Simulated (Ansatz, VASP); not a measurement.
Two plane-wave programs on Sn3Ir

The input INCAR:

```
SYSTEM = Sn3Ir
  PREC = Accurate
  ENCUT = 600
  EDIFF = 1E-6
  ISMEAR = 0
  SIGMA = 0.1
  LREAL = .False.
  LASPH = .True.
  NELM = 60
  ALGO = Fast
  ISIF = 3
  LWAVE = .False.
  LCHARG = .False.
  GGA = PE
  IBRION = 2
  NSW = 100
  EDIFFG = -0.01
```

KPOINTS

```
regular mesh
0
Gamma
  10 10 10
  0 0 0
```

Contents of POSCAR:

```
Sn3Ir
1.0
    4.4567383671      0.0000000000      0.0000000000
    0.0000000000      4.4567383671      0.0000000000
    0.0000000000      0.0000000000      4.4567383671
Sn Ir
3 1
Direct
    0.0000000000      0.5000000000      0.5000000000
    0.5000000000      0.0000000000      0.5000000000
    0.5000000000      0.5000000000      0.0000000000
    0.0000000000      0.0000000000      0.0000000000
```

Input for Ansatz:

```yaml
crystal:
  lattice:
    - [4.4567383671, 0.0, 0.0]
    - [0.0, 4.4567383671, 0.0]
    - [0.0, 0.0, 4.4567383671]
  atoms:
    - { symbol: Sn, position: [0.0, 0.5, 0.5] }
    - { symbol: Sn, position: [0.5, 0.0, 0.5] }
    - { symbol: Sn, position: [0.5, 0.5, 0.0] }
    - { symbol: Ir, position: [0.0, 0.0, 0.0] }
basis:
  ecutwfc: 420
kpoints:
  mp_grid: { grid: [10, 10, 10] }
hamiltonian:
  xc: pbe
scf:
  occupations: { method: gaussian, width: 0.1 }
output:
  forces: true
  stress: true
  eigenvalues: true
relax:
  adjacent_minimum: "off"
  f_tol: 0.01
  max_steps: 80
  cell: { stress_tol: 0.05 }
```

Alike in both runs: task relaxation of cell and atoms; functional PBE; k mesh 10 × 10 × 10; occupations gaussian, width 0.1 eV; no spin polarisation.

|  | VASP | Ansatz |
| --- | --- | --- |
| version | VASP 6.6.1 | Ansatz 0.2.0 |
| potentials or method | VASP PAW PBE potentials, release 64 (Sn_d, Ir), cutoff 600 eV | scalar-relativistic, plane waves, PAW |
| valence electrons in the cell | 51 | 59 |

```tsv
	VASP	Ansatz	Ansatz less VASP
gap on the k mesh at the Fermi level, each at its own relaxed structure (eV)	none	none	-
relaxed volume (Å³/atom)	22.26	22.26	-0.001
relaxed length of the cell vector where the two differ most in proportion (Å)	4.465	4.465	-0.0001
```

A gap of «none» marks a metal or a gap that the smearing closes. VASP's potentials hold 51 valence electrons a cell and Ansatz's 59, so a difference there can come from the potentials and not from the codes.

Neither program's run includes spin-orbit coupling.
